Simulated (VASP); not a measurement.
Here is a VASP 6.6.1 calculation.

File INCAR:

```
ALGO = Normal
EDIFF = 1E-6
ENCUT = 1300
GGA = PS
GGA_COMPAT = False
ISIF = 2
ISMEAR = 0
LASPH = True
LCHARG = True
LELF = True
LREAL = False
LVHAR = True
LWAVE = False
NBANDS = 11
NELM = 120
PREC = Accurate
SIGMA = 0.01
```

The input KPOINTS:

```
k-points
0
Gamma
  12 12 12
```

The input POSCAR:

```
C
1.0
    1.7413656503      1.7413656503      0.0000000000
   -1.7413656503      1.7413656503      0.0000000000
    0.0000000000      1.7413656503      1.7863378933
C
2
Direct
    0.5000000000      0.5000000000      0.0000000000
    0.7500000000      0.2500000000      0.5000000000
```

Potentials or basis: VASP PAW PBE potentials, release 64 (C_h).

Launch:

```bash
$ cat potpaw_PBE.64/C_h/POTCAR > POTCAR
$ mpirun -np 1 vasp_std > vasp.out
```

(1) Predict the pressure.

(2) What does it give for the band gap on the k mesh?

Results:

(1) 17.0 GPa.

(2) 3.82 eV (least direct gap 5.44 eV).

Caveat: the cell differs from its parent crystal (in-plane strain -0.02, then relaxed in part); the stress differs along the axes, from 0 to 25 GPa; the PAW data sets were made with another functional, which shifts forces and pressure a little.
